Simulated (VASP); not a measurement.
A run of VASP 6.6.1 is set up as follows.

The input INCAR:

```
  PREC = Accurate
  ENCUT = 520
  EDIFF = 1E-6
  ISMEAR = 0
  SIGMA = 0.1
  LREAL = F
  LASPH = T
  NELM = 100
  ALGO = Fast
  ISIF = 2
  LWAVE = F
  LCHARG = T
  GGA = PS
  LELF = T
  LVHAR = T
  NBANDS = 18
```

The input KPOINTS:

```
regular mesh
0
Gamma
  12 12 12
```

The input POSCAR:

```
YHg
1.0
    3.5911017651      0.0000000000      0.0000000000
    0.0000000000      3.5911017651      0.0000000000
    0.0000000000      0.0000000000      3.5911017651
Y Hg
1 1
Direct
    0.5000000000      0.5000000000      0.5000000000
    0.0000000000      0.0000000000      0.0000000000
```

Potentials or basis: VASP PAW PBE potentials, release 64 (Y_sv, Hg).

Launch:

```bash
$ cat potpaw_PBE.64/Y_sv/POTCAR potpaw_PBE.64/Hg/POTCAR > POTCAR
$ mpirun -np 1 vasp_std > vasp.out
```

Problem. Predict the pressure.

Solution. 5.2 GPa.

Caveat: the PAW data sets were made with another functional, which shifts forces and pressure a little.
